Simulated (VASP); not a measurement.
**Rh: single point with r2SCAN**

The system is Rh.

```
Rh
1.0
     0.00000    2.04245    1.89995
     1.89995    0.00000    1.89995
     1.89995    2.04245    0.00000
Rh
1
Cartesian
  0.0000 0.0000 0.0000
```

This cell differs from its parent crystal: strain +0.0750 x Voigt [0, 1, 0, 0, 0, 0].

```yaml
Program: VASP 6.6.1
Task: single point
Functional: r2SCAN
Potentials_or_basis: VASP PAW PBE potentials, release 64 (Rh_pv)
Cutoff: 520 eV
k_mesh: 28 × 28 × 28
Occupations: gaussian, width 0.15 eV
Spin: no spin polarisation
Dipole_correction: no
Further_INCAR_settings: ALGO = Normal; EDIFF = 1e-06; NBANDS = 14
```

```json
{
 "Pressure": "-15.2 GPa"
}
```

Stress tensor (GPa, compression positive):
```
-10.23   0.00   0.00
  0.00 -25.17   0.00
  0.00   0.00 -10.23
```

Levels at points of the mesh, in eV from the Fermi level:
| k point | band 3 | band 4 | band 5 | band 6 | band 7 | band 8 | band 9 | band 10 | band 11 | band 12 |
| --- | --- | --- | --- | --- | --- | --- | --- | --- | --- | --- |
| (0.00, 0.00, 0.00) | -47.63 | -7.64 | -3.32 | -2.55 | -2.55 | -1.44 | -0.53 | 16.84 | 17.52 | 20.80 |
| (0.50, 0.00, 0.00) | -47.68 | -5.74 | -3.28 | -2.55 | 0.36 | 0.69 | 1.02 | 8.41 | 16.14 | 17.52 |
| (0.50, 0.50, 0.00) | -47.86 | -5.88 | -5.51 | 0.39 | 0.60 | 1.29 | 3.93 | 12.67 | 12.87 | 13.50 |
| (0.50, 0.00, 0.50) | -47.81 | -5.86 | -5.52 | 0.52 | 0.89 | 0.89 | 2.44 | 10.70 | 14.50 | 14.50 |

It took 22 min on 1 thread of Oxide Virtual Turin-like Processor, on a shared host, peak memory 0.37 GiB.

Caveat: the cell differs from its parent crystal (strain +0.0750 x Voigt [0, 1, 0, 0, 0, 0]); the PAW data sets were made with another functional, which shifts forces and pressure a little.
